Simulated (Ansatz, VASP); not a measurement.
**CuO in VASP and in Ansatz**

The input INCAR:

```
  ALGO = Normal
  EDIFF = 1E-6
  ENCUT = 520
  GGA = CA
  ISIF = 2
  ISMEAR = -1
  LASPH = T
  LCHARG = F
  LREAL = F
  LWAVE = F
  NBANDS = 16
  NELM = 60
  PREC = Accurate
  SIGMA = 0.05
```

The input KPOINTS:

```
k-points
0
Gamma
  16 16 16
```

File POSCAR:

```
CuO
1.0
    0.0000000000      2.2618016073      2.2618016073
    2.2618016073      0.0000000000      2.2618016073
    2.2618016073      2.2618016073      0.0000000000
Cu O
1 1
Direct
    0.0000000000      0.0000000000      0.0000000000
    0.2500000000      0.2500000000      0.2500000000
```

Input for Ansatz:

```yaml
crystal:
  lattice:
    - [0.0, 2.2618016073, 2.2618016073]
    - [2.2618016073, 0.0, 2.2618016073]
    - [2.2618016073, 2.2618016073, 0.0]
  atoms:
    - { symbol: Cu, position: [0.0, 0.0, 0.0] }
    - { symbol: O, position: [0.25, 0.25, 0.25] }
kpoints:
  mp_grid: { grid: [16, 16, 16] }
  band_path:
    path:
      - [0.0, 0.0, 0.0]
      - [-0.5, -0.5, 0.0]
      - [-0.375, -0.375, 0.25]
      - [-0.375, 0.0, 0.375]
      - [0.0, 0.0, 0.0]
      - [0.0, 0.0, 0.5]
      - [-0.5, -0.25, 0.25]
      - [-0.5, -0.5, 0.0]
    npoints: 5
scf:
  occupations: { method: fermi_dirac, width: 0.05 }
hamiltonian:
  xc: lda
  pseudopotentials: { kind: all_electron, lapw: { basis_error: 0.001 } }
output:
  forces: true
  stress: true
  eigenvalues: true
```

Alike in both runs: task single point; functional LDA; k mesh 16 × 16 × 16; occupations fermi-dirac, width 0.05 eV; no spin polarisation.

|  | VASP | Ansatz |
| --- | --- | --- |
| version | VASP 6.6.1 | Ansatz 0.2.0 |
| potentials or method | VASP PAW LDA potentials, release 64 (Cu, O), cutoff 520 eV | all-electron LAPW, scalar-relativistic |

```tsv
	VASP	Ansatz	Ansatz less VASP
pressure (GPa)	-12.2	-12.8	-0.51
```

LDA's correlation is that of Perdew and Zunger in VASP and of Perdew and Wang (1992) in Ansatz. Ansatz ran all-electron here, and VASP with PAW potentials.
